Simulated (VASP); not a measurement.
Runs of VASP 6.6.1 on Ga4Sb3P. The structure is that of space group Pmm2 (No. 25), or close to it. The cells are those of the table. 

| cell | gap on the mesh (eV) | pressure (GPa) | largest force (eV/Å) |
| --- | --- | --- | --- |
| a = 4.354, b = 8.718, c = 6.138 Å, 8 atoms | 0.01 | (a) | 0.09 |
| a = 4.313, b = 8.635, c = 6.080 Å, 8 atoms | 0.02 | -1.3 | (b) |
| a = 4.183, b = 8.376, c = 5.897 Å, 8 atoms | 0.09 | 3.6 | 0.10 |
| a = 4.271, b = 8.550, c = 6.020 Å, 8 atoms | - | 0.1 | 0.01 |
| a = 4.219, b = 8.443, c = 5.943 Å, 8 atoms | - | 2.2 | 0.10 |
| a = 4.227, b = 8.464, c = 5.959 Å, 8 atoms | - | 1.7 | 0.06 |

Alike in all rows: task single point; level PBE; potentials or basis VASP PAW PBE potentials, release 64 (P, Ga_d, Sb); no spin polarisation; k mesh 6 × 4 × 4; cutoff (eV) 520; smearing fermi-dirac 0.02 eV.

**Question.** Fill in the values left out.

**Answer.** (a) -2.5; (b) 0.05.

Caveats: spin-orbit coupling is left out, which moves the levels of the heavy elements.

A k mesh can miss the band edges, and the runs leave out spin-orbit coupling on Ga, Sb.
